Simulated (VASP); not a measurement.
PbF2: single point with PBEsol

The system is PbF2.

```
Pb F
1.0
     0.11879    3.05434    3.05434
     3.05434    0.11879    3.05434
     3.05434    3.05434    0.11879
Pb F
1 2
Direct
  0.99067 0.99067 0.99067
  0.22602 0.22602 0.22602
  0.78331 0.78331 0.78331
```

This cell differs from its parent crystal: strained and its atoms moved.

```yaml
Program: VASP 6.6.1
Task: single point
Functional: PBEsol
Potentials_or_basis: VASP PAW PBE potentials, release 64 (Pb_d, F)
Cutoff: 520 eV
k_mesh: 8 × 8 × 8
Occupations: gaussian, width 0.02 eV
Spin: no spin polarisation
Dipole_correction: no
Further_INCAR_settings: ALGO = Normal; EDIFF = 1e-06; NBANDS = 21
```

```
Pressure               : -0.8 GPa
Largest force          : 1.672 eV/Å
Band gap on the k mesh : 3.20 eV, indirect (least direct gap 3.88 eV)
```

Forces in eV/Å, atoms in the order of the input:
```
Pb   0.259  0.259  0.259
F    0.706  0.706  0.706
F   -0.965 -0.965 -0.965
```

Stress tensor (GPa, compression positive):
```
-0.85  1.38  1.38
 1.38 -0.85  1.38
 1.38  1.38 -0.85
```

Levels at points of the mesh, in eV from the valence-band top:
```
           k point  band 12  band 13  band 14  band 15  band 16  band 17
(0.00, 0.00, 0.00)    -2.78    -2.12    -2.12     5.76     5.76     7.01
(0.50, 0.00, 0.00)    -2.36    -2.30    -0.94     3.78     5.73     8.06
(0.50, 0.50, 0.00)    -1.96    -1.82    -0.68     3.20     6.53     7.54
(0.50, 0.50, 0.50)    -2.19    -2.19     0.00     4.67     6.77     6.77
```

It took 58 s on 1 thread of AMD EPYC 7R13 Processor (Zen 3), on a shared host, peak memory 0.18 GiB.

Caveat: the cell differs from its parent crystal (strained and its atoms moved); the PAW data sets were made with another functional, which shifts forces and pressure a little; spin-orbit coupling is left out, which moves the levels of the heavy elements. A k mesh can miss the band edges.
